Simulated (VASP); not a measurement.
Set up this calculation in VASP 6.6.1, as the native input.

* Task: relaxation of cell and atoms
* Functional: PBE
* Potentials or basis: VASP PAW PBE potentials, release 64 (Ga_d, P)
* Cutoff: 600 eV
* k mesh: 8 × 8 × 8
* Occupations: gaussian, width 0.01 eV
* Spin: no spin polarisation
* Dipole correction: no
* Further INCAR settings: ALGO = Normal; EDIFF = 1e-06; IBRION = 2; EDIFFG = -0.001; NSW = 80; ISIF = 3

The structure of GaP lies in POSCAR:

```
GaP
1.0
    0.0000000000      2.7525368107      2.7525368107
    2.7525368107      0.0000000000      2.7525368107
    2.7525368107      2.7525368107      0.0000000000
Ga P
1 1
Direct
    0.0000000000      0.0000000000      0.0000000000
    0.7500000000      0.7500000000      0.7500000000
```

One way to write it, as run:

INCAR

```
SYSTEM = GaP
PREC = Accurate
ENCUT = 600
EDIFF = 1E-6
ISMEAR = 0
SIGMA = 0.01
LREAL = .False.
LASPH = .True.
NELM = 100
ALGO = Normal
ISIF = 3
LWAVE = .False.
LCHARG = .False.
GGA = PE
IBRION = 2
NSW = 80
EDIFFG = -0.001
```

KPOINTS

```
Automatic mesh
0
Gamma
  8 8 8
  0 0 0
```

Potentials or basis: VASP PAW PBE potentials, release 64 (Ga_d, P).

Command:

```bash
$ cat potpaw_PBE.64/Ga_d/POTCAR potpaw_PBE.64/P/POTCAR > POTCAR
$ mpirun -np 1 vasp_std > vasp.out
```

It gave:

The relaxed volume is 20.86 Å³/atom, the relaxed cell is a = 3.893 Å, b = 3.893 Å, c = 3.893 Å, α = 60.00°, β = 60.00°, γ = 60.00° and the space group after relaxing (to 0.05 Å) is F-43m (No. 216). The energy gained by relaxing is 0.0 meV/atom, the ionic steps are 19 and the pressure after relaxing is 0.0 GPa. The band gap on the k mesh is 1.58 eV, direct.

Run time: 57 s on 1 thread of Intel(R) Xeon(R) Platinum 8488C (Sapphire Rapids), on a shared host, peak memory 0.19 GiB.
